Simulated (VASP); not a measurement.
# LiCl (a cell with a defect) in VASP: single point with PBEsol

Aim: the single point of LiCl (a cell with a defect) with PBEsol.

Program: VASP 6.6.1. These are calculated values, not measurements. Logs are shortened: lines on timing, memory, paths and dates and some standing lists are left out, and cuts for length are marked.

## Step 1: The cell of the first run

The cell holds a defect, 62 atoms: a = 10.133 Å, b = 10.133 Å, c = 10.133 Å, α = 90.00°, β = 90.00°, γ = 90.00°.

## Step 2: Single point, PBEsol

Input file INCAR:

```
SYSTEM = LiCl
PREC = Accurate ; ENCUT = 650
EDIFF = 1E-6 ; ISMEAR = -1
SIGMA = 0.05 ; LREAL = Auto
LASPH = .TRUE. ; NELM = 120
ALGO = Normal ; ISIF = 2
LWAVE = .FALSE. ; LCHARG = .FALSE.
GGA = PS ; NBANDS = 192
ISYM = -1 ; GGA_COMPAT = .FALSE.
```

Input file KPOINTS:

```
explicit points
1
Reciprocal
  0.25000000   0.25000000   0.25000000 1
```

Input file POSCAR:

```
LiCl
1.0
   10.1327090000      0.0000000000      0.0000000000
    0.0000000000     10.1327090000      0.0000000000
    0.0000000000      0.0000000000     10.1327090000
Cl Li
31 31
Direct
    0.2465770000      0.0000060000      0.4997840000
    0.2466090000      0.4997650000      0.9999380000
    0.2416140000      0.4997690000      0.4997880000
    0.7495130000      0.9997470000      0.9998680000
    0.7521140000      0.9998390000      0.4998080000
    0.7521160000      0.4996150000      0.9998260000
    0.7583570000      0.4997890000      0.5000560000
    0.0052920000      0.2430730000      0.9999450000
    0.0011690000      0.2463840000      0.4999630000
    0.0053430000      0.7564260000      0.9998180000
    0.0010880000      0.7531650000      0.4997870000
    0.4938780000      0.2421310000      0.9999290000
    0.4983110000      0.2395520000      0.4998660000
    0.4940470000      0.7569870000      0.9996670000
    0.4979770000      0.7601110000      0.4997720000
    0.0053120000      0.9998450000      0.2431660000
    0.0051940000      0.9996640000      0.7563630000
    0.0010450000      0.4997200000      0.2464270000
    0.0010900000      0.4996950000      0.7532320000
    0.4938130000      0.9995950000      0.2422310000
    0.4939600000      0.9996400000      0.7571780000
    0.4983840000      0.4998300000      0.2395380000
    0.4981550000      0.4996940000      0.7602930000
    0.2492440000      0.2435130000      0.2436920000
    0.2490470000      0.2435010000      0.7562100000
    0.2490630000      0.7558730000      0.2436150000
    0.2489700000      0.7560040000      0.7560520000
    0.7501880000      0.2478200000      0.2479950000
    0.7502060000      0.2477500000      0.7519190000
    0.7501750000      0.7517740000      0.2477830000
    0.7500930000      0.7517400000      0.7517170000
    0.9772390000      0.9998150000      0.9996990000
    0.9965150000      0.9994760000      0.5000030000
    0.9968990000      0.4994530000      0.9999470000
    0.9991740000      0.4993820000      0.4997740000
    0.5206800000      0.9994980000      0.9998770000
    0.5020790000      0.9998150000      0.5002220000
    0.5025410000      0.4995670000      0.9999340000
    0.2518940000      0.2730720000      0.9998630000
    0.2554820000      0.2582040000      0.4995590000
    0.2514980000      0.7266230000      0.9995910000
    0.2551140000      0.7411910000      0.4999600000
    0.7477550000      0.2542060000      0.9999370000
    0.7434200000      0.2571910000      0.4998040000
    0.7476300000      0.7453030000      0.9996480000
    0.7427830000      0.7421530000      0.4995680000
    0.2514660000      0.9995080000      0.2729220000
    0.2514690000      0.9997330000      0.7265430000
    0.2559180000      0.5000840000      0.2582360000
    0.2554280000      0.4999030000      0.7410950000
    0.7475720000      0.9999240000      0.2543040000
    0.7475520000      0.9999270000      0.7454310000
    0.7433480000      0.4999210000      0.2576330000
    0.7432710000      0.4996380000      0.7426110000
    0.9995900000      0.2516370000      0.2519830000
    0.9992360000      0.2516340000      0.7481890000
    0.9994220000      0.7480060000      0.2518260000
    0.9987850000      0.7478140000      0.7480260000
    0.4999090000      0.2561870000      0.2561270000
    0.4996080000      0.2561580000      0.7433560000
    0.4997740000      0.7436360000      0.2559500000
    0.4995650000      0.7432800000      0.7433420000
```

Potentials or basis: VASP PAW PBE potentials, release 64 (Cl, Li_sv).

Run with:

```bash
$ cat potpaw_PBE.64/Cl/POTCAR potpaw_PBE.64/Li_sv/POTCAR > POTCAR
$ mpirun -np 1 vasp_std > vasp.out
```

OUTCAR:

```text
SYSTEM = LiCl
   PREC = Accurate
   ENCUT = 650
   EDIFF = 1E-6
   ISMEAR = -1
   LREAL = Auto
   LASPH = .TRUE.
   NELM = 120
   ISIF = 2
   GGA = PS
   ISYM = -1

 ion  position               nearest neighbor table
   1  0.247  0.000  0.500-  48 2.30  47 2.30  33 2.53  37 2.59  40 2.62  42 2.62
   2  0.247  0.500  1.000-  39 2.30  41 2.30  34 2.53  38 2.59  49 2.62  50 2.62
   3  0.242  0.500  0.500-  50 2.45  42 2.45  40 2.45  49 2.45  35 2.46
   4  0.750  1.000  1.000-  32 2.31  36 2.32  51 2.58  52 2.58  45 2.58  43 2.58
   5  0.752  1.000  0.500-  33 2.48  51 2.49  52 2.49  37 2.53  44 2.61  46 2.61
   6  0.752  0.500  1.000-  34 2.48  43 2.49  45 2.49  38 2.53  54 2.61  53 2.61
   7  0.758  0.500  0.500-  35 2.44  46 2.46  53 2.46  54 2.46  44 2.46
   8  0.005  0.243  1.000-  32 2.48  39 2.52  56 2.55  55 2.56  34 2.60  43 2.61
   9  0.001  0.246  0.500-  33 2.50  55 2.51  56 2.52  35 2.56  40 2.58  44 2.61
  10  0.005  0.756  1.000-  32 2.48  41 2.51  58 2.55  57 2.56  34 2.61  45 2.61
  11  0.001  0.753  0.500-  33 2.50  57 2.51  58 2.52  35 2.57  42 2.58  46 2.62
  12  0.494  0.242  1.000-  39 2.47  36 2.47  43 2.58  59 2.60  60 2.60  38 2.61
  13  0.498  0.240  0.500-  37 2.43  40 2.47  60 2.47  59 2.48  44 2.49
  14  0.494  0.757  1.000-  36 2.47  41 2.48  45 2.57  61 2.60  62 2.60  38 2.61
  15  0.498  0.760  0.500-  37 2.43  42 2.47  62 2.47  61 2.48  46 2.49
  16  0.005  1.000  0.243-  32 2.48  47 2.51  55 2.55  57 2.55  33 2.60  51 2.61
  17  0.005  1.000  0.756-  32 2.48  48 2.51  58 2.55  56 2.56  33 2.60  52 2.61
  18  0.001  0.500  0.246-  34 2.50  55 2.51  57 2.52  35 2.57  49 2.59  53 2.61
  19  0.001  0.500  0.753-  34 2.50  56 2.51  58 2.51  35 2.57  50 2.58  54 2.61
  20  0.494  1.000  0.242-  36 2.47  47 2.48  51 2.57  61 2.60  59 2.60  37 2.62
  21  0.494  1.000  0.757-  36 2.47  48 2.48  52 2.57  62 2.60  60 2.60  37 2.60
  22  0.498  0.500  0.240-  38 2.43  49 2.46  59 2.47  61 2.48  53 2.49
[... 23 lines left out ...]
  46  0.743  0.742  0.500-   7 2.46  15 2.49  30 2.55  31 2.56   5 2.61  11 2.62
  47  0.251  1.000  0.273-   1 2.30  20 2.48  26 2.49  24 2.49  16 2.51
  48  0.251  1.000  0.727-   1 2.30  21 2.48  27 2.49  25 2.49  17 2.51
  49  0.256  0.500  0.258-   3 2.45  22 2.46  18 2.59  26 2.60  24 2.60   2 2.62
  50  0.255  0.500  0.741-   3 2.45  23 2.47  19 2.58  27 2.60  25 2.60   2 2.62
  51  0.748  1.000  0.254-   5 2.49  28 2.51  30 2.52  20 2.57   4 2.58  16 2.61
  52  0.748  1.000  0.745-   5 2.49  29 2.51  31 2.52  21 2.57   4 2.58  17 2.61
  53  0.743  0.500  0.258-   7 2.46  22 2.49  30 2.55  28 2.56  18 2.61   6 2.61
  54  0.743  0.500  0.743-   7 2.46  23 2.49  29 2.56  31 2.56   6 2.61  19 2.61
  55  1.000  0.252  0.252-   9 2.51  18 2.51  28 2.53  24 2.53  16 2.55   8 2.56
  56  0.999  0.252  0.748-  19 2.51   9 2.52  29 2.52  25 2.53   8 2.55  17 2.56
  57  0.999  0.748  0.252-  11 2.51  18 2.52  30 2.53  26 2.53  16 2.55  10 2.56
  58  0.999  0.748  0.748-  19 2.51  11 2.52  31 2.52  27 2.54  10 2.55  17 2.55
  59  0.500  0.256  0.256-  22 2.47  13 2.48  28 2.54  24 2.55  12 2.60  20 2.60
  60  0.500  0.256  0.743-  13 2.47  23 2.47  29 2.54  25 2.55  21 2.60  12 2.60
  61  0.500  0.744  0.256-  22 2.48  15 2.48  30 2.54  26 2.55  20 2.60  14 2.60
  62  0.500  0.743  0.743-  15 2.47  23 2.47  31 2.54  27 2.55  14 2.60  21 2.60

IMPORTANT INFORMATION: All symmetrisations will be switched off!
NOSYMM: (Re-)initialisation of all symmetry stuff for point group C_1.

----------------------------------------------------------------------------------------

                                     Primitive cell

  volume of cell :    1040.3434

  direct lattice vectors                    reciprocal lattice vectors
    10.132709000  0.000000000  0.000000000     0.098690291  0.000000000  0.000000000
     0.000000000 10.132709000  0.000000000     0.000000000  0.098690291  0.000000000
     0.000000000  0.000000000 10.132709000     0.000000000  0.000000000  0.098690291

  length of vectors
    10.132709000 10.132709000 10.132709000     0.098690291  0.098690291  0.098690291

  position of ions in fractional coordinates (direct lattice)
     0.246577000  0.000006000  0.499784000
     0.246609000  0.499765000  0.999938000
     0.241614000  0.499769000  0.499788000
     0.749513000  0.999747000  0.999868000
     0.752114000  0.999839000  0.499808000
     0.752116000  0.499615000  0.999826000
[... 54 lines left out ...]
     0.499774000  0.743636000  0.255950000
     0.499565000  0.743280000  0.743342000

  ion indices of the primitive-cell ions
   primitive index   ion index
                 1           1
                 2           2
                 3           3
                 4           4
                 5           5
                 6           6
[... 54 lines left out ...]
                61          61
                62          62

----------------------------------------------------------------------------------------

 KPOINTS: explicit points

Read explicit list of k-points.

 Found      1 k-points:

 Following reciprocal coordinates:
            Coordinates               Weight
  0.250000  0.250000  0.250000      1.000000
   k-points           NKPTS =      1   k-points in BZ     NKDIM =      1   number of bands    NBANDS=    192
   number of dos      NEDOS =    301   number of ions     NIONS =     62
   total plane-waves  NPLWV = 592704
   dimension x,y,z NGX =    84 NGY =   84 NGZ =   84
   dimension x,y,z NGXF=   168 NGYF=  168 NGZF=  168
   ions per type =              31  31
   NGX,Y,Z   is equivalent  to a cutoff of  13.78, 13.78, 13.78 a.u.
   NGXF,Y,Z  is equivalent  to a cutoff of  27.56, 27.56, 27.56 a.u.
 SYSTEM =  LiCl
   PREC   = accura    normal or accurate (medium, high low for compatibility)
   ISTART =      0    job   : 0-new  1-cont  2-samecut
   ICHARG =      2    charge: 1-file 2-atom 10-const
   ISPIN  =      1    spin polarized calculation?
   LNONCOLLINEAR =      F non collinear calculations
   LSORBIT =      F    spin-orbit coupling
   LASPH  =      T    aspherical Exc in radial PAW
   ENCUT  =  650.0 eV  47.77 Ry    6.91 a.u.  21.06 21.06 21.06*2*pi/ulx,y,z
   NELM   =    120;   NELMIN=  2; NELMDL= -5     # of ELM steps
   EDIFF  = 0.1E-05   stopping-criterion for ELM
   LREAL  =      T    real-space projection
   EDIFFG = 0.1E-04   stopping-criterion for IOM
   NSW    =      0    number of steps for IOM
   IBRION =     -1    ionic relax: 0-MD 1-quasi-New 2-CG
   NFREE  =      0    steps in history (QN), initial steepest desc. (CG)
   ISIF   =      2    stress and relaxation
   ISYM   =     -1    0-nonsym 1-usesym 2-fastsym
   POTIM  = 0.5000    time-step for ionic-motion
   TEBEG  =    0.0;   TEEND  =   0.0 temperature during run
   PSTRESS=    0.0 pullay stress
   NELECT =     310.0000    total number of electrons
   NUPDOWN=      -1.0000    fix difference up-down
   EMIN   =  10.00;   EMAX   =-10.00  energy-range for DOS
   EFERMI =   0.00;   METHOD = LEGACY
   ISMEAR =    -1;   SIGMA  =   0.05  broadening in eV -4-tet -1-fermi 0-gaus
   EFERMI_NEDOS =   21; number of points for ismear=-14 and -15
   IALGO  =     38    algorithm
   IMIX   =      4    mixing-type and parameters
     AMIX     =   0.40;   BMIX     =  1.00
     AMIX_MAG =   1.60;   BMIX_MAG =  1.00
  volume/ion in A,a.u.               =      16.78       113.24
  Fermi-wavevector in a.u.,A,eV,Ry     =   1.093461  2.066341 16.267890  1.195656
  Thomas-Fermi vector in A             =   2.229746
   LORBIT       =      0    0 simple, 1 ext, 2 COOP (PROOUT), +10 PAW based schemes
   GGA     = PS    functional components
   LHFCALC =     F    Hartree Fock is set to
   AEXX    =    0.0000 exact exchange contribution
   IVDW    =     0    specifies the selected vdW correction
   LEPSILON=     F    determine dielectric tensor
   LRPA    =     F    only Hartree local field effects (RPA)
 non-spin polarized calculation
  energy-cutoff  :      650.00
  volume of cell :     1040.34
 maximum number of plane-waves:     39213
 NGX is ok and might be reduce to    84
   NGX = 43   NGY = 43   NGZ = 43

 number of electron     309.9999881 magnetization

 Free energy of the ion-electron system (eV)
  ---------------------------------------------------
  ext. energy  EPLUGINS =         0.00000000
  ---------------------------------------------------
  free energy    TOTEN  =      -235.60105340 eV

  energy without entropy =     -235.60105340  energy(sigma->0) =     -235.60105340

 E-fermi :   1.9325     XC(G=0):  -8.8813

 val. band max:        0.6227642582   @ k =   0.2500   0.2500   0.2500
 cond. band min:       5.9270375500   @ k =   0.2500   0.2500   0.2500
 fundamental gap:      5.3042732917
 Fermi energy:         1.9324930031

 k-point     1 :       0.2500    0.2500    0.2500
  band No.  band energies     occupation
      1     -42.3389      2.00000
      2     -42.3335      2.00000
      3     -42.3324      2.00000
      4     -42.3315      2.00000
      5     -42.3283      2.00000
      6     -42.2891      2.00000
[... 159 lines left out ...]
    166       8.3310      0.00000
    167       8.4675      0.00000
 [bands above 167 left out]

------------------------ aborting loop because EDIFF is reached ----------------------------------------

  FORCE on cell =-STRESS in cart. coord.  units (eV):
  Direction    XX          YY          ZZ          XY          YZ          ZX
  --------------------------------------------------------------------------------------
  -------------------------------------------------------------------------------------
  Total       -0.2987610      0.2007540      0.2006112     -0.5630019     -0.5645195     -0.5572585
  in kB       -0.4601058      0.3091705      0.3089505     -0.8670492     -0.8693863     -0.8582040
  external PRESSURE =       0.0526717 kB  Pullay stress =       0.0000000 kB

 VOLUME and BASIS-vectors are now :
 -----------------------------------------------------------------------------
  energy-cutoff  :      650.00
  volume of cell :     1040.34
      direct lattice vectors                 reciprocal lattice vectors
    10.132709000  0.000000000  0.000000000     0.098690291  0.000000000  0.000000000
     0.000000000 10.132709000  0.000000000     0.000000000  0.098690291  0.000000000
     0.000000000  0.000000000 10.132709000     0.000000000  0.000000000  0.098690291

 POSITION                                       TOTAL-FORCE (eV/Angst)
 -----------------------------------------------------------------------------------
      2.49849      0.00006      5.06417         0.002775     -0.005664      0.000028
      2.49882      5.06397     10.13208         0.003777      0.003721     -0.000495
      2.44820      5.06401      5.06421        -0.020221     -0.000699     -0.000667
      7.59460     10.13015     10.13137        -0.000991      0.000975     -0.000358
      7.62095     10.13108      5.06441        -0.005372     -0.001140      0.001360
      7.62097      5.06245     10.13095         0.001532      0.002443      0.000841
[... 54 lines left out ...]
      5.06406      7.53505      2.59347         0.000522     -0.003427      0.001618
      5.06195      7.53144      7.53207         0.002634     -0.003544     -0.002641
 -----------------------------------------------------------------------------------
    total drift:                                0.003866     -0.008833     -0.000276

  FREE ENERGIE OF THE ION-ELECTRON SYSTEM (eV)
  ---------------------------------------------------
  free  energy   TOTEN  =      -235.6010533962 eV

  energy  without entropy=     -235.6010533962  energy(sigma->0) =     -235.60105340
```

It took 9.4 min on 1 thread of Intel Xeon Platinum 8259CL at 2.50GHz (Skylake/Cascade Lake), shared host; peak memory 1.1 GiB.

What came out:

```
Free energy            : -235.6011 eV
Pressure               : 0.0 GPa
Largest force          : 0.022 eV/Å
Band gap on the k mesh : 5.30 eV
```

Forces on the atoms (eV/Å):
```
Cl   0.003 -0.006  0.000
Cl   0.004  0.004  0.000
Cl  -0.020 -0.001 -0.001
Cl  -0.001  0.001  0.000
Cl  -0.005 -0.001  0.001
Cl   0.002  0.002  0.001
Cl   0.020  0.000 -0.003
Cl   0.003  0.006 -0.002
Cl   0.003 -0.001 -0.001
Cl   0.003 -0.003  0.000
Cl   0.002 -0.002  0.000
Cl   0.002  0.005 -0.004
Cl  -0.003 -0.013 -0.001
Cl  -0.002  0.000  0.002
Cl   0.000  0.011 -0.002
Cl   0.003 -0.004  0.008
Cl   0.005  0.000  0.000
Cl   0.003  0.000  0.002
Cl   0.004  0.001  0.002
Cl   0.002 -0.002  0.006
Cl  -0.001  0.002 -0.003
Cl  -0.001  0.000 -0.009
Cl  -0.001  0.000  0.008
Cl   0.001  0.007  0.003
Cl   0.003  0.007 -0.009
Cl   0.002 -0.002  0.005
Cl   0.000 -0.003 -0.005
Cl  -0.004 -0.002 -0.003
Cl  -0.007 -0.002  0.000
Cl  -0.004  0.001  0.000
Cl  -0.005  0.000  0.001
Li   0.008 -0.004 -0.001
Li   0.009  0.003 -0.002
Li   0.004  0.002 -0.001
Li  -0.008  0.001  0.000
Li   0.005  0.003 -0.001
Li   0.006  0.000 -0.002
Li   0.002  0.000 -0.001
Li  -0.005 -0.021  0.001
Li   0.000 -0.002  0.004
Li  -0.003  0.016 -0.001
Li  -0.001  0.007 -0.002
Li  -0.001 -0.007  0.001
Li  -0.005  0.003  0.002
Li  -0.001  0.005  0.002
Li  -0.003 -0.001  0.004
Li  -0.001  0.004 -0.015
Li  -0.003 -0.001  0.020
Li  -0.005 -0.002 -0.001
Li  -0.003 -0.003  0.009
Li   0.000 -0.001 -0.006
Li   0.000 -0.003  0.005
Li  -0.002 -0.001 -0.002
Li  -0.004  0.002 -0.005
Li  -0.002  0.004  0.000
Li   0.001  0.003 -0.004
Li  -0.003 -0.004  0.001
Li   0.004 -0.002 -0.003
Li  -0.001  0.001  0.004
Li   0.002  0.000  0.000
Li   0.001 -0.003  0.002
Li   0.003 -0.004 -0.003
```

Levels at points of the mesh, in eV from the valence-band top:
| k point | band 153 | band 154 | band 155 | band 156 | band 157 | band 158 |
| --- | --- | --- | --- | --- | --- | --- |
| (0.25, 0.25, 0.25) | -0.02 | -0.01 | 0.00 | 5.30 | 6.76 | 6.99 |

Caveat: the PAW data sets were made with another functional, which shifts forces and pressure a little.
